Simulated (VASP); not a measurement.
# Os (P6_3/mmc) in VASP: further runs

Aim: see how the results for Os move with the level of theory and the settings. Levels: PBEsol, PBE. Tasks: single point, relaxation of cell and atoms.

All numbers are computed with VASP 6.6.1; they aren't measurements. Logs are shortened: lines on timing, memory, paths and dates and some standing lists are left out, and cuts for length are marked.

### Step 1. The cell of the first run

It takes space group P6_3/mmc (No. 194, hexagonal). The conventional cell has a = 2.707 Å, b = 2.707 Å, c = 4.283 Å, α = 90.00°, β = 90.00°, γ = 120.00°. Within 3.5 Å of Os (site symmetry -6m2) lie 12 Os at 2.65 to 2.71 Å.

### Step 2. Single point, PBEsol

The input, INCAR:

```
PREC = Accurate ; ENCUT = 520
EDIFF = 1E-6 ; ISMEAR = -1
SIGMA = 0.05 ; LREAL = False
LASPH = True ; NELM = 100
ALGO = Fast ; ISIF = 2
LWAVE = False ; LCHARG = False
GGA = PS ; NBANDS = 15
```

The input, KPOINTS:

```
regular mesh
0
Gamma
  11 11 6
```

The input, POSCAR:

```
Os
1.0
    2.7071649374      0.0000000000      0.0000000000
   -1.3535824687      2.3444736080      0.0000000000
    0.0000000000      0.0000000000      4.2830079879
Os
2
Direct
    0.6666666667      0.3333333333      0.7500000000
    0.3333333333      0.6666666667      0.2500000000
```

Potentials or basis: VASP PAW PBE potentials, release 64 (Os).

Launch:

```console
$ cat potpaw_PBE.64/Os/POTCAR > POTCAR
$ mpirun -np 1 vasp_std > vasp.out
```

OUTCAR:

```text
PREC = Accurate
   ENCUT = 520
   EDIFF = 1E-6
   ISMEAR = -1
   LREAL = False
   LASPH = True
   NELM = 100
   ISIF = 2
   GGA = PS

 ion  position               nearest neighbor table
   1  0.667  0.333  0.750-   2 2.65   2 2.65   2 2.65   2 2.65   2 2.65   2 2.65
   2  0.333  0.667  0.250-   1 2.65   1 2.65   1 2.65   1 2.65   1 2.65   1 2.65

  LATTYP: Found a hexagonal cell.
 ALAT       =     2.7071649374
 C/A-ratio  =     1.5821008645

  Lattice vectors:

 A1 = (   2.7071649374,   0.0000000000,   0.0000000000)
 A2 = (  -1.3535824687,   2.3444736080,   0.0000000000)
 A3 = (   0.0000000000,   0.0000000000,   4.2830079879)

Analysis of symmetry for initial positions (statically):
=====================================================================
 Subroutine PRICEL returns:
 Original cell was already a primitive cell.

 Routine SETGRP: Setting up the symmetry group for a
 hexagonal supercell.

 Subroutine GETGRP returns: Found 24 space group operations
 (whereof 12 operations were pure point group operations)
 out of a pool of 24 trial point group operations.

The static configuration has the point symmetry D_3d.
 The point group associated with its full space group is D_6h.

Analysis of symmetry for dynamics (positions and initial velocities):
=====================================================================
 Subroutine PRICEL returns:
 Original cell was already a primitive cell.

 Routine SETGRP: Setting up the symmetry group for a
 hexagonal supercell.

 Subroutine GETGRP returns: Found 24 space group operations
 (whereof 12 operations were pure point group operations)
 out of a pool of 24 trial point group operations.

The dynamic configuration has the point symmetry D_3d.
 The point group associated with its full space group is D_6h.

 Subroutine INISYM returns: Found 24 space group operations
 (whereof 12 operations are pure point group operations),
 and found     1 'primitive' translations

----------------------------------------------------------------------------------------

                                     Primitive cell

  volume of cell :      27.1837

  direct lattice vectors                    reciprocal lattice vectors
     2.707164937  0.000000000  0.000000000     0.369390127  0.213267489  0.000000000
    -1.353582469  2.344473608  0.000000000     0.000000000  0.426534979  0.000000000
     0.000000000  0.000000000  4.283007988     0.000000000  0.000000000  0.233480769

  length of vectors
     2.707164937  2.707164937  4.283007988     0.426534979  0.426534979  0.233480769

  position of ions in fractional coordinates (direct lattice)
     0.666666667  0.333333333  0.750000000
     0.333333333  0.666666667  0.250000000

  ion indices of the primitive-cell ions
   primitive index   ion index
                 1           1
                 2           2

----------------------------------------------------------------------------------------

 KPOINTS: regular mesh

Automatic generation of k-mesh.
 Grid dimensions read from file:
 generate k-points for:   11   11    6

 Generating k-lattice:

  Cartesian coordinates                     Fractional coordinates (reciprocal lattice)
     0.033580921  0.019387954  0.000000000     0.090909091  0.000000000  0.000000000
     0.000000000  0.038775907  0.000000000     0.000000000  0.090909091  0.000000000
     0.000000000  0.000000000  0.038913462     0.000000000  0.000000000  0.166666667

  Length of vectors
     0.038775907  0.038775907  0.038913462

  Shift w.r.t. Gamma in fractional coordinates (k-lattice)
     0.000000000  0.000000000  0.000000000

 Subroutine IBZKPT returns following result:
 ===========================================

 Found     64 irreducible k-points:

 Following reciprocal coordinates:
            Coordinates               Weight
  0.000000  0.000000  0.000000      1.000000
  0.090909 -0.000000  0.000000      6.000000
  0.181818 -0.000000  0.000000      6.000000
  0.272727 -0.000000  0.000000      6.000000
  0.363636  0.000000  0.000000      6.000000
  0.454545 -0.000000  0.000000      6.000000
[... 16 lines left out ...]
  0.090909  0.090909  0.166667     12.000000
  0.181818  0.090909  0.166667     24.000000
 [... further k-points ...]
   k-points           NKPTS =     64   k-points in BZ     NKDIM =     64   number of bands    NBANDS=     15
   number of dos      NEDOS =    301   number of ions     NIONS =      2
   total plane-waves  NPLWV =  12800
   dimension x,y,z NGX =    20 NGY =   20 NGZ =   32
   dimension x,y,z NGXF=    40 NGYF=   40 NGZF=   64
   ions per type =               2
   NGX,Y,Z   is equivalent  to a cutoff of  12.28, 12.28, 12.42 a.u.
   NGXF,Y,Z  is equivalent  to a cutoff of  24.56, 24.56, 24.84 a.u.
 SYSTEM =  unknown system
   PREC   = accura    normal or accurate (medium, high low for compatibility)
   ISTART =      0    job   : 0-new  1-cont  2-samecut
   ICHARG =      2    charge: 1-file 2-atom 10-const
[... 34 lines left out ...]
   IVDW    =     0    specifies the selected vdW correction
   LEPSILON=     F    determine dielectric tensor
   LRPA    =     F    only Hartree local field effects (RPA)
 non-spin polarized calculation
 RMM-DIIS sequential band-by-band and
  energy-cutoff  :      520.00
  volume of cell :       27.18
 maximum number of plane-waves:       744
   NGX = 11   NGY = 11   NGZ = 15

 number of electron      15.9999998 magnetization

 Free energy of the ion-electron system (eV)
  ---------------------------------------------------
  ext. energy  EPLUGINS =         0.00000000
  ---------------------------------------------------
  free energy    TOTEN  =       -24.45417226 eV

  energy without entropy =      -24.44158824  energy(sigma->0) =      -24.44788025

 E-fermi :   9.7045     XC(G=0): -14.3178

 val. band max:        9.6868972900   @ k =   0.3636   0.0000   0.3333
 cond. band min:       9.7329827530   @ k =   0.0000   0.0000   0.0000
 fundamental gap:      0.0460854631
 Fermi energy:         9.7044617945

 k-point     1 :       0.0000    0.0000    0.0000
  band No.  band energies     occupation
      1      -1.5097      2.00000
      2       1.6442      2.00000
      3       6.5527      2.00000
      4       6.5527      2.00000
      5       6.7991      2.00000
      6       7.4366      2.00000
      7       7.4366      2.00000
      8       8.1337      2.00000
      9       8.1337      2.00000
     10       9.7330      0.72228
     11      11.5215      0.00000
     12      11.5215      0.00000
     13      19.1242      0.00000
     14      23.7812      0.00000
     15      26.5281      0.00000

 k-point     2 :       0.0909   -0.0000    0.0000
  band No.  band energies     occupation
      1      -1.1658      2.00000
      2       1.9482      2.00000
      3       5.9705      2.00000
      4       6.8603      2.00000
      5       7.1875      2.00000
      6       7.3438      2.00000
      7       7.6265      2.00000
      8       7.7242      2.00000
      9       7.8908      2.00000
     10       8.6575      2.00000
     11      11.6904      0.00000
     12      13.1882      0.00000
     13      19.0975      0.00000
     14      24.4952      0.00000
     15      26.9699      0.00000

 k-point     3 :       0.1818   -0.0000    0.0000
  band No.  band energies     occupation
      1      -0.2183      2.00000
      2       2.6563      2.00000
      3       5.2997      2.00000
      4       6.0835      2.00000
      5       6.7505      2.00000
      6       7.3452      2.00000
      7       7.7507      2.00000
      8       8.0435      2.00000
      9       8.1138      2.00000
     10       8.5500      2.00000
     11      12.0322      0.00000
     12      15.6478      0.00000
     13      18.9073      0.00000
     14      25.7579      0.00000
     15      27.2187      0.00000
[... 343 lines left out ...]
 k-point    23 :       0.0909    0.0909    0.1667
  band No.  band energies     occupation
      1      -0.1985      2.00000
      2       2.5734      2.00000
      3       5.4490      2.00000
      4       5.8595      2.00000
      5       6.6586      2.00000
      6       7.0429      2.00000
      7       7.5242      2.00000
      8       7.8943      2.00000
      9       8.6427      2.00000
     10       8.7048      2.00000
     11      11.8210      0.00000
     12      13.9281      0.00000
     13      20.6040      0.00000
     14      25.1233      0.00000
     15      27.2813      0.00000

 k-point    24 :       0.1818    0.0909    0.1667
  band No.  band energies     occupation
      1       0.8632      2.00000
      2       3.3111      2.00000
      3       4.7640      2.00000
      4       4.9928      2.00000
      5       6.2911      2.00000
      6       6.9453      2.00000
      7       7.5538      2.00000
      8       8.5358      2.00000
      9       9.1817      1.99994
     10       9.5791      1.84936
     11      11.9887      0.00000
     12      15.5077      0.00000
     13      20.5580      0.00000
     14      25.2343      0.00000
     15      26.2608      0.00000

 [... further k-points ...]

------------------------ aborting loop because EDIFF is reached ----------------------------------------

  FORCE on cell =-STRESS in cart. coord.  units (eV):
  Direction    XX          YY          ZZ          XY          YZ          ZX
  --------------------------------------------------------------------------------------
  -------------------------------------------------------------------------------------
  Total        1.8345267      1.8345267      1.8202761     -0.0000000     -0.0000000     -0.0000000
  in kB      108.1248906    108.1248906    107.2849716     -0.0000000     -0.0000000     -0.0000000
  external PRESSURE =     107.8449176 kB  Pullay stress =       0.0000000 kB

 VOLUME and BASIS-vectors are now :
 -----------------------------------------------------------------------------
  energy-cutoff  :      520.00
  volume of cell :       27.18
      direct lattice vectors                 reciprocal lattice vectors
     2.707164937  0.000000000  0.000000000     0.369390127  0.213267489  0.000000000
    -1.353582469  2.344473608  0.000000000     0.000000000  0.426534979  0.000000000
     0.000000000  0.000000000  4.283007988     0.000000000  0.000000000  0.233480769

 POSITION                                       TOTAL-FORCE (eV/Angst)
 -----------------------------------------------------------------------------------
      1.35358      0.78149      3.21226         0.000000      0.000000      0.000000
     -0.00000      1.56298      1.07075        -0.000000      0.000000      0.000000
 -----------------------------------------------------------------------------------
    total drift:                               -0.000000      0.000000     -0.000000

  FREE ENERGIE OF THE ION-ELECTRON SYSTEM (eV)
  ---------------------------------------------------
  free  energy   TOTEN  =       -24.4541722586 eV

  energy  without entropy=      -24.4415882369  energy(sigma->0) =      -24.44788025
```

It took 20 s on 1 thread of Intel Xeon Platinum 8488C (Sapphire Rapids), shared host; peak memory 0.15 GiB.

Results:

| Property | Result |
| --- | --- |
| Free energy | -24.4542 eV |
| Pressure | 10.8 GPa |
| Band gap on the k mesh | zero (bands 8 and 9 overlap by 4.08 eV) |

Stress tensor (GPa, compression positive):
```
10.81  0.00  0.00
 0.00 10.81  0.00
 0.00  0.00 10.73
```

Caveat: the cell stands under pressure; the PAW data sets were made with another functional, which shifts forces and pressure a little; spin-orbit coupling is left out, which moves the levels of the heavy elements.

### Step 3. Single point, PBEsol

This run uses another cell than the first one, of 13.32 Å³/atom.

The input, INCAR:

```
PREC = Accurate
ENCUT = 520
EDIFF = 1E-7
ISMEAR = -1
SIGMA = 0.05
LREAL = F
LASPH = T
NELM = 100
ALGO = Normal
ISIF = 2
LWAVE = F
LCHARG = F
GGA = PS
NBANDS = 15
```

KPOINTS is that of step 2.

The input, POSCAR:

```
Os
1.0
    2.6883486051      0.0000000000      0.0000000000
   -1.3441743025      2.3281781862      0.0000000000
    0.0000000000      0.0000000000      4.2571904753
Os
2
Direct
    0.6666666667      0.3333333333      0.7500000000
    0.3333333333      0.6666666667      0.2500000000
```

Potentials or basis: VASP PAW PBE potentials, release 64 (Os).

Launch:

```console
$ cat potpaw_PBE.64/Os/POTCAR > POTCAR
$ mpirun -np 1 vasp_std > vasp.out
```

Wall time 18 s (1 thread of Intel Xeon Platinum 8488C (Sapphire Rapids), shared host); peak memory 0.15 GiB.

The run converged. Its results:

```
Free energy            : -24.4003 eV
Pressure               : 21.2 GPa
Band gap on the k mesh : zero (bands 8 and 9 overlap by 4.21 eV)
```

Stress tensor (GPa, compression positive):
```
21.24  0.00  0.00
 0.00 21.24  0.00
 0.00  0.00 21.13
```

Levels at points of the mesh, in eV from the Fermi level:
```tsv
k point	band 5	band 6	band 7	band 8	band 9	band 10	band 11	band 12
(0.00, 0.00, 0.00)	-3.00	-2.34	-2.34	-1.61	-1.61	0.03	1.87	1.87
(0.00, 0.00, 0.50)	-3.45	-3.45	-3.45	-3.45	1.03	1.03	1.03	1.03
```

Caveat: the cell stands under pressure; the PAW data sets were made with another functional, which shifts forces and pressure a little; spin-orbit coupling is left out, which moves the levels of the heavy elements.

### Step 4. Single point, PBEsol

This run uses another cell than the first one, of 13.83 Å³/atom.

The input, INCAR:

```
  PREC = Accurate
  ENCUT = 520
  EDIFF = 1E-7
  ISMEAR = -1
  SIGMA = 0.05
  LREAL = False
  LASPH = True
  NELM = 60
  ALGO = Normal
  ISIF = 2
  LWAVE = False
  LCHARG = True
  GGA = PS
  LELF = True
  LVHAR = True
  NBANDS = 15
```

KPOINTS is that of step 3.

The input, POSCAR:

```
Os
1.0
    2.7236880051      0.0000000000      0.0000000000
   -1.3618440026      2.3587830044      0.0000000000
    0.0000000000      0.0000000000      4.3056593761
Os
2
Direct
    0.6666666667      0.3333333333      0.7500000000
    0.3333333333      0.6666666667      0.2500000000
```

Launch:

```console
$ cat potpaw_PBE.64/Os/POTCAR > POTCAR
$ mpirun -np 1 vasp_std > vasp.out
```

It took 23 s on 1 thread of Intel Xeon Platinum 8488C (Sapphire Rapids), shared host; peak memory 0.15 GiB.

The run converged. Its results:

```
Free energy            : -24.4744 eV
Pressure               : 2.6 GPa
Band gap on the k mesh : zero (bands 8 and 9 overlap by 3.97 eV)
```

Stress tensor (GPa, compression positive):
```
2.60 0.00 0.00
0.00 2.60 0.00
0.00 0.00 2.51
```

Levels at points of the mesh, in eV from the Fermi level:
```tsv
k point	band 5	band 6	band 7	band 8	band 9	band 10	band 11	band 12
(0.00, 0.00, 0.00)	-2.82	-2.21	-2.21	-1.54	-1.54	0.03	1.77	1.77
(0.00, 0.00, 0.50)	-3.26	-3.26	-3.26	-3.26	0.97	0.97	0.97	0.97
```

Caveat: the PAW data sets were made with another functional, which shifts forces and pressure a little; spin-orbit coupling is left out, which moves the levels of the heavy elements.

### Step 5. Relaxation of cell and atoms, PBEsol, target pressure 20 GPa, at which the enthalpy is minimised

This run uses another cell than the first one, of 13.98 Å³/atom.

The input, INCAR:

```
PREC = Accurate
ENCUT = 600
EDIFF = 1E-6
ISMEAR = -1
SIGMA = 0.05
LREAL = False
LASPH = True
NELM = 80
ALGO = Normal
ISIF = 3
LWAVE = False
LCHARG = False
GGA = PS
IBRION = 2
NSW = 60
EDIFFG = -0.01
PSTRESS = 200.0
```

KPOINTS is that of step 4.

The input, POSCAR:

```
Os
1.0
    2.7341000000      0.0000000000      0.0000000000
   -1.3670500000      2.3678000565      0.0000000000
    0.0000000000      0.0000000000      4.3197000000
Os
2
Direct
    0.6666666667      0.3333333333      0.7500000000
    0.3333333333      0.6666666667      0.2500000000
```

Launch:

```console
$ cat potpaw_PBE.64/Os/POTCAR > POTCAR
$ mpirun -np 1 vasp_std > vasp.out
```

Run time: 1.9 min. Hardware: 1 thread of Intel Xeon Platinum 8488C (Sapphire Rapids), shared host; peak memory 0.17 GiB.

It converged, with:

- Free energy: -24.4097 eV
- Relaxed volume: 13.36 Å³/atom
- Relaxed cell: a = 2.691 Å, b = 2.691 Å, c = 4.260 Å, α = 90.00°, β = 90.00°, γ = 120.00°
- Space group after relaxing (to 0.1 Å): P6_3/mmc (No. 194)
- Energy change on relaxing (the run minimises the enthalpy): +33.0 meV/atom
- Ionic steps: 10
- Pressure after relaxing: 20.0 GPa
- Band gap on the k mesh: zero (bands 8 and 9 overlap by 4.19 eV)

Step by step:
| step | energy change (eV) | largest force (eV/Å) | pressure (GPa) | volume (Å³) |
| --- | --- | --- | --- | --- |
| 1 | 0.0000 | 0.0000 | -2.10 | 27.96 |
| 2 | 4.1940 | 0.0000 | 253.18 | 20.86 |
| 3 | 0.0488 | 0.0000 | 17.06 | 26.86 |
| 4 | 0.0605 | 0.0000 | 19.12 | 26.76 |
| 5 | 0.0658 | 0.0000 | 19.99 | 26.72 |
| 6 | 0.0689 | 0.0000 | 20.49 | 26.69 |
| 7 | 0.0535 | 0.0000 | 17.76 | 26.82 |
| 8 | 0.0641 | 0.0000 | 19.70 | 26.73 |
| 9 | 0.0702 | 0.0000 | 20.66 | 26.68 |
| 10 | 0.0660 | 0.0000 | 19.98 | 26.71 |

Final structure:
```yaml
crystal:
  lattice:
    - [2.69087, 0.00000, 0.00000]
    - [-1.34543, 2.33036, 0.00000]
    - [0.00000, 0.00000, 4.26005]
  atoms:
    - { symbol: Os, position: [0.66667, 0.33333, 0.75000] }
    - { symbol: Os, position: [0.33333, 0.66667, 0.25000] }
```

Levels at points of the mesh, in eV from the Fermi level:
```
           k point  band 4  band 5  band 6  band 7  band 8  band 9  band 10  band 11  band 12
(0.00, 0.00, 0.00)   -3.24   -2.99   -2.33   -2.33   -1.61   -1.61     0.03     1.86     1.86
(0.00, 0.00, 0.50)   -3.78   -3.43   -3.43   -3.43   -3.43    1.03     1.03     1.03     1.03
```

Caveat: the cell is relaxed towards a set pressure, so the run minimises the enthalpy, not the energy; the PAW data sets were made with another functional, which shifts forces and pressure a little; spin-orbit coupling is left out, which moves the levels of the heavy elements.

### Step 6. Single point, PBE

This run uses another cell than the first one, of 13.98 Å³/atom.

The input, INCAR:

```
ALGO = Normal
EDIFF = 1E-6
ENCUT = 600
GGA = PE
GGA_COMPAT = F
ISIF = 2
ISMEAR = 0
LASPH = T
LCHARG = F
LREAL = F
LWAVE = F
NBANDS = 15
NELM = 120
PREC = Accurate
SIGMA = 0.018000000000000002
```

The input, KPOINTS:

```
k-points
0
Gamma
  11 11 6
```

POSCAR is that of step 5.

Potentials or basis: VASP PAW PBE potentials, release 64 (Os).

Launch:

```console
$ cat potpaw_PBE.64/Os/POTCAR > POTCAR
$ mpirun -np 1 vasp_std > vasp.out
```

It took 59 s on 1 thread of Intel Xeon 8259CL, shared host; peak memory 0.17 GiB.

The run converged. Its results:

- Free energy: -22.4695 eV
- Pressure: 8.9 GPa
- Band gap on the k mesh: zero (bands 8 and 9 overlap by 3.89 eV)

Stress tensor (GPa, compression positive):
```
8.84 0.00 0.00
0.00 8.84 0.00
0.00 0.00 9.14
```

Levels at points of the mesh, in eV from the Fermi level:
```
           k point  band 6  band 7  band 8  band 9  band 10  band 11
(0.00, 0.00, 0.00)   -2.15   -2.15   -1.50   -1.50     0.09     1.75
(0.00, 0.00, 0.50)   -3.19   -3.19   -3.19    0.96     0.96     0.96
```

Caveat: the cell stands under pressure; spin-orbit coupling is left out, which moves the levels of the heavy elements.

### Step 7. The runs side by side

| task | level | cell | cutoff (eV) | smearing | gap on the mesh (eV) | pressure (GPa) |
| --- | --- | --- | --- | --- | --- | --- |
| single point | PBEsol | a = 2.707, b = 2.707, c = 4.283 Å, angles 90.0, 90.0, 120.0°, 2 atoms | 520 | fermi-dirac 0.05 eV | none | 10.8 |
| single point | PBEsol | a = 2.688, b = 2.688, c = 4.257 Å, angles 90.0, 90.0, 120.0°, 2 atoms | 520 | fermi-dirac 0.05 eV | none | 21.2 |
| single point | PBEsol | a = 2.724, b = 2.724, c = 4.306 Å, angles 90.0, 90.0, 120.0°, 2 atoms | 520 | fermi-dirac 0.05 eV | none | 2.6 |
| relaxation of cell and atoms | PBEsol | relaxed to 20 GPa from a = 2.734, b = 2.734, c = 4.320 Å, angles 90.0, 90.0, 120.0°, 2 atoms | 600 | fermi-dirac 0.05 eV | none | 20.0 |
| single point | PBE | a = 2.734, b = 2.734, c = 4.320 Å, angles 90.0, 90.0, 120.0°, 2 atoms | 600 | gaussian 0.018 eV | none | 8.9 |

Alike in all rows: potentials or basis VASP PAW PBE potentials, release 64 (Os); no spin polarisation; k mesh 11 × 11 × 6.

Caveats: spin-orbit coupling is left out, which moves the levels of the heavy elements; the PAW data sets were made with another functional, which shifts forces and pressure a little (at least some runs); the cell stands under pressure (at least some runs); the cell is relaxed towards a set pressure, so the run minimises the enthalpy, not the energy (at least some runs).

Total energies depend on the potentials used, so only differences within one code and one set of settings carry meaning.
